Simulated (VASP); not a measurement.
# Tl (P6_3/mmc) in VASP: single point with PBE

Aim: the single point of Tl with PBE.

Program: VASP 6.6.1. These are calculated values, not measurements. Logs are shortened: lines on timing, memory, paths and dates and some standing lists are left out, and cuts for length are marked.

### Step 1. The cell of the first run

The structure is hexagonal, space group P6_3/mmc (No. 194). Conventional cell: a = 3.509 Å, b = 3.509 Å, c = 11.266 Å, α = 90.00°, β = 90.00°, γ = 120.00°. Tl (site symmetry -3m) has 12 Tl at 3.47 to 3.51 Å within 4.6 Å. Within 4.6 Å of Tl (site symmetry -6m2) lie 12 Tl at 3.47 to 3.51 Å.

### Step 2. Single point, PBE

The input, INCAR:

```
ALGO = Normal
EDIFF = 1E-6
ENCUT = 520
GGA = PE
ISIF = 2
ISMEAR = 1
LASPH = T
LCHARG = T
LELF = T
LREAL = F
LVHAR = T
LWAVE = F
NBANDS = 34
NELM = 100
PREC = Accurate
SIGMA = 0.1
```

The input, KPOINTS:

```
k-points
0
Gamma
  8 8 2
```

The input, POSCAR:

```
Tl
1.0
    3.5086375800      0.0000000000      0.0000000000
   -1.7543187900      3.0385692700      0.0000000000
    0.0000000000      0.0000000000     11.2656046300
Tl
4
Direct
    0.0000000000      0.0000000000      0.0000000000
    0.3333333300      0.6666666700      0.2500000000
    0.0000000000      0.0000000000      0.5000000000
    0.6666666700      0.3333333300      0.7500000000
```

Potentials or basis: VASP PAW PBE potentials, release 64 (Tl_d).

Started as:

```bash
$ cat potpaw_PBE.64/Tl_d/POTCAR > POTCAR
$ mpirun -np 1 vasp_std > vasp.out
```

OUTCAR:

```text
EDIFF = 1E-6
   ENCUT = 520
   GGA = PE
   ISIF = 2
   ISMEAR = 1
   LASPH = T
   LREAL = F
   NELM = 100
   PREC = Accurate

 ion  position               nearest neighbor table
   1  0.000  0.000  0.000-   2 3.47   4 3.47   2 3.47   4 3.47   4 3.47   2 3.47
   2  0.333  0.667  0.250-   1 3.47   3 3.47   1 3.47   3 3.47   1 3.47   3 3.47
   3  0.000  0.000  0.500-   2 3.47   4 3.47   2 3.47   4 3.47   4 3.47   2 3.47
   4  0.667  0.333  0.750-   1 3.47   3 3.47   1 3.47   3 3.47   1 3.47   3 3.47

  LATTYP: Found a hexagonal cell.
 ALAT       =     3.5086375800
 C/A-ratio  =     3.2108202609

  Lattice vectors:

 A1 = (   3.5086375800,   0.0000000000,   0.0000000000)
 A2 = (  -1.7543187900,   3.0385692700,   0.0000000000)
 A3 = (   0.0000000000,   0.0000000000,  11.2656046300)

Analysis of symmetry for initial positions (statically):
=====================================================================
 Subroutine PRICEL returns:
 Original cell was already a primitive cell.

 Routine SETGRP: Setting up the symmetry group for a
 hexagonal supercell.

 Subroutine GETGRP returns: Found 24 space group operations
 (whereof 12 operations were pure point group operations)
 out of a pool of 24 trial point group operations.

The static configuration has the point symmetry D_3d.
 The point group associated with its full space group is D_6h.

Analysis of symmetry for dynamics (positions and initial velocities):
=====================================================================
 Subroutine PRICEL returns:
 Original cell was already a primitive cell.

 Routine SETGRP: Setting up the symmetry group for a
 hexagonal supercell.

 Subroutine GETGRP returns: Found 24 space group operations
 (whereof 12 operations were pure point group operations)
 out of a pool of 24 trial point group operations.

The dynamic configuration has the point symmetry D_3d.
 The point group associated with its full space group is D_6h.

 Subroutine INISYM returns: Found 24 space group operations
 (whereof 12 operations are pure point group operations),
 and found     1 'primitive' translations

----------------------------------------------------------------------------------------

                                     Primitive cell

  volume of cell :     120.1053

  direct lattice vectors                    reciprocal lattice vectors
     3.508637580  0.000000000  0.000000000     0.285010913  0.164551128  0.000000000
    -1.754318790  3.038569270  0.000000000     0.000000000  0.329102255  0.000000000
     0.000000000  0.000000000 11.265604630     0.000000000  0.000000000  0.088765764

  length of vectors
     3.508637580  3.508637574 11.265604630     0.329102255  0.329102255  0.088765764

  position of ions in fractional coordinates (direct lattice)
     0.000000000  0.000000000  0.000000000
     0.333333330  0.666666670  0.250000000
     0.000000000  0.000000000  0.500000000
     0.666666670  0.333333330  0.750000000

  ion indices of the primitive-cell ions
   primitive index   ion index
                 1           1
                 2           2
                 3           3
                 4           4

----------------------------------------------------------------------------------------

 KPOINTS: k-points

Automatic generation of k-mesh.
 Grid dimensions read from file:
 generate k-points for:    8    8    2

 Generating k-lattice:

  Cartesian coordinates                     Fractional coordinates (reciprocal lattice)
     0.035626364  0.020568891  0.000000000     0.125000000  0.000000000  0.000000000
     0.000000000  0.041137782  0.000000000     0.000000000  0.125000000  0.000000000
     0.000000000  0.000000000  0.044382882     0.000000000  0.000000000  0.500000000

  Length of vectors
     0.041137782  0.041137782  0.044382882

  Shift w.r.t. Gamma in fractional coordinates (k-lattice)
     0.000000000  0.000000000  0.000000000

 Subroutine IBZKPT returns following result:
 ===========================================

 Found     20 irreducible k-points:

 Following reciprocal coordinates:
            Coordinates               Weight
  0.000000  0.000000  0.000000      1.000000
  0.125000 -0.000000  0.000000      6.000000
  0.250000 -0.000000  0.000000      6.000000
  0.375000 -0.000000  0.000000      6.000000
  0.500000 -0.000000  0.000000      3.000000
  0.125000  0.125000  0.000000      6.000000
[... 12 lines left out ...]
  0.250000  0.250000  0.500000      6.000000
  0.375000  0.250000  0.500000      6.000000
   k-points           NKPTS =     20   k-points in BZ     NKDIM =     20   number of bands    NBANDS=     34
   number of dos      NEDOS =    301   number of ions     NIONS =      4
   total plane-waves  NPLWV =  65856
   dimension x,y,z NGX =    28 NGY =   28 NGZ =   84
   dimension x,y,z NGXF=    56 NGYF=   56 NGZF=  168
   ions per type =               4
   NGX,Y,Z   is equivalent  to a cutoff of  13.27, 13.27, 12.40 a.u.
   NGXF,Y,Z  is equivalent  to a cutoff of  26.53, 26.53, 24.79 a.u.
 SYSTEM =  unknown system
   PREC   = accura    normal or accurate (medium, high low for compatibility)
   ISTART =      0    job   : 0-new  1-cont  2-samecut
   ICHARG =      2    charge: 1-file 2-atom 10-const
   ISPIN  =      1    spin polarized calculation?
   LNONCOLLINEAR =      F non collinear calculations
   LSORBIT =      F    spin-orbit coupling
   LASPH  =      T    aspherical Exc in radial PAW
   ENCUT  =  520.0 eV  38.22 Ry    6.18 a.u.   6.52  6.52 20.95*2*pi/ulx,y,z
   NELM   =    100;   NELMIN=  2; NELMDL= -5     # of ELM steps
   EDIFF  = 0.1E-05   stopping-criterion for ELM
   LREAL  =      F    real-space projection
   EDIFFG = 0.1E-04   stopping-criterion for IOM
   NSW    =      0    number of steps for IOM
   IBRION =     -1    ionic relax: 0-MD 1-quasi-New 2-CG
   NFREE  =      0    steps in history (QN), initial steepest desc. (CG)
   ISIF   =      2    stress and relaxation
   ISYM   =      2    0-nonsym 1-usesym 2-fastsym
   POTIM  = 0.5000    time-step for ionic-motion
   TEBEG  =    0.0;   TEEND  =   0.0 temperature during run
   PSTRESS=    0.0 pullay stress
   NELECT =      52.0000    total number of electrons
   NUPDOWN=      -1.0000    fix difference up-down
   EMIN   =  10.00;   EMAX   =-10.00  energy-range for DOS
   EFERMI =   0.00;   METHOD = LEGACY
   ISMEAR =     1;   SIGMA  =   0.10  broadening in eV -4-tet -1-fermi 0-gaus
   EFERMI_NEDOS =   21; number of points for ismear=-14 and -15
   IALGO  =     38    algorithm
   IMIX   =      4    mixing-type and parameters
     AMIX     =   0.40;   BMIX     =  1.00
     AMIX_MAG =   1.60;   BMIX_MAG =  1.00
  volume/ion in A,a.u.               =      30.03       202.63
  Fermi-wavevector in a.u.,A,eV,Ry     =   1.238479  2.340385 20.869019  1.533830
  Thomas-Fermi vector in A             =   2.373002
   LORBIT       =      0    0 simple, 1 ext, 2 COOP (PROOUT), +10 PAW based schemes
   GGA     = PE    functional components
   LHFCALC =     F    Hartree Fock is set to
   AEXX    =    0.0000 exact exchange contribution
   IVDW    =     0    specifies the selected vdW correction
   LEPSILON=     F    determine dielectric tensor
   LRPA    =     F    only Hartree local field effects (RPA)
 non-spin polarized calculation
 Methfessel and Paxton  Order N= 1 SIGMA  =   0.10
  energy-cutoff  :      520.00
  volume of cell :      120.11
 maximum number of plane-waves:      3294
 NGX is ok and might be reduce to    28
   NGX = 13   NGY = 13   NGZ = 41

 number of electron      52.0000014 magnetization

 Free energy of the ion-electron system (eV)
  ---------------------------------------------------
  ext. energy  EPLUGINS =         0.00000000
  ---------------------------------------------------
  free energy    TOTEN  =        -8.68707156 eV

  energy without entropy =       -8.68367264  energy(sigma->0) =       -8.68593859

 E-fermi :   6.0670     XC(G=0):  -9.9476

 val. band max:        6.0111324847   @ k =   0.3750  -0.0000   0.0000
 cond. band min:       6.0878651435   @ k =   0.2500   0.1250   0.5000
 fundamental gap:      0.0767326587
 Fermi energy:         6.0669510632

 k-point     1 :       0.0000    0.0000    0.0000
  band No.  band energies     occupation
      1      -5.6402      2.00000
      2      -5.5522      2.00000
      3      -5.4994      2.00000
      4      -5.4944      2.00000
      5      -5.4944      2.00000
      6      -5.4552      2.00000
[... 26 lines left out ...]
     33      14.7293      0.00000
     34      15.7766      0.00000

 k-point     2 :       0.1250   -0.0000    0.0000
  band No.  band energies     occupation
      1      -5.6025      2.00000
      2      -5.5390      2.00000
      3      -5.5213      2.00000
      4      -5.4930      2.00000
      5      -5.4647      2.00000
      6      -5.4522      2.00000
[... 26 lines left out ...]
     33      14.0178      0.00000
     34      14.1001      0.00000

 k-point     3 :       0.2500   -0.0000    0.0000
  band No.  band energies     occupation
      1      -5.6492      2.00000
      2      -5.5865      2.00000
      3      -5.5667      2.00000
      4      -5.5172      2.00000
      5      -5.4800      2.00000
      6      -5.4250      2.00000
[... 26 lines left out ...]
     33      12.7287      0.00000
     34      12.7837      0.00000
[... 556 lines left out ...]
 k-point    19 :       0.2500    0.2500    0.5000
  band No.  band energies     occupation
      1      -5.6180      2.00000
      2      -5.6180      2.00000
      3      -5.5511      2.00000
      4      -5.5511      2.00000
      5      -5.4704      2.00000
      6      -5.4704      2.00000
[... 26 lines left out ...]
     33       9.7698      0.00000
     34       9.7698      0.00000

 k-point    20 :       0.3750    0.2500    0.5000
  band No.  band energies     occupation
      1      -5.6408      2.00000
      2      -5.6408      2.00000
      3      -5.5259      2.00000
      4      -5.5259      2.00000
      5      -5.4680      2.00000
      6      -5.4680      2.00000
[... 26 lines left out ...]
     33      10.7218      0.00000
     34      10.7218      0.00000

------------------------ aborting loop because EDIFF is reached ----------------------------------------

  FORCE on cell =-STRESS in cart. coord.  units (eV):
  Direction    XX          YY          ZZ          XY          YZ          ZX
  --------------------------------------------------------------------------------------
  -------------------------------------------------------------------------------------
  Total        0.4995949      0.4995949      1.9098954      0.0000000      0.0000000     -0.0000000
  in kB        6.6644827      6.6644827     25.4775701      0.0000000      0.0000000     -0.0000000
  external PRESSURE =      12.9355119 kB  Pullay stress =       0.0000000 kB

 VOLUME and BASIS-vectors are now :
 -----------------------------------------------------------------------------
  energy-cutoff  :      520.00
  volume of cell :      120.11
      direct lattice vectors                 reciprocal lattice vectors
     3.508637580  0.000000000  0.000000000     0.285010913  0.164551128  0.000000000
    -1.754318790  3.038569270  0.000000000     0.000000000  0.329102255  0.000000000
     0.000000000  0.000000000 11.265604630     0.000000000  0.000000000  0.088765764

 POSITION                                       TOTAL-FORCE (eV/Angst)
 -----------------------------------------------------------------------------------
      0.00000      0.00000      0.00000        -0.000000      0.000000      0.000000
     -0.00000      2.02571      2.81640         0.000000      0.000000     -0.000000
      0.00000      0.00000      5.63280        -0.000000      0.000000      0.000000
      1.75432      1.01286      8.44920        -0.000000      0.000000     -0.000000
 -----------------------------------------------------------------------------------
    total drift:                               -0.000000      0.000000      0.000000

  FREE ENERGIE OF THE ION-ELECTRON SYSTEM (eV)
  ---------------------------------------------------
  free  energy   TOTEN  =        -8.6870715614 eV

  energy  without entropy=       -8.6836726360  energy(sigma->0) =       -8.68593859
```

Run time: 63 s. Hardware: 1 thread of Intel Xeon 8259CL, shared host; peak memory 0.26 GiB.

Results:

| Property | Result |
| --- | --- |
| Free energy | -8.6871 eV |
| Pressure | 1.3 GPa |
| Band gap on the k mesh | zero (bands 26 and 27 overlap by 4.25 eV) |

Caveat: spin-orbit coupling is left out, which moves the levels of the heavy elements.
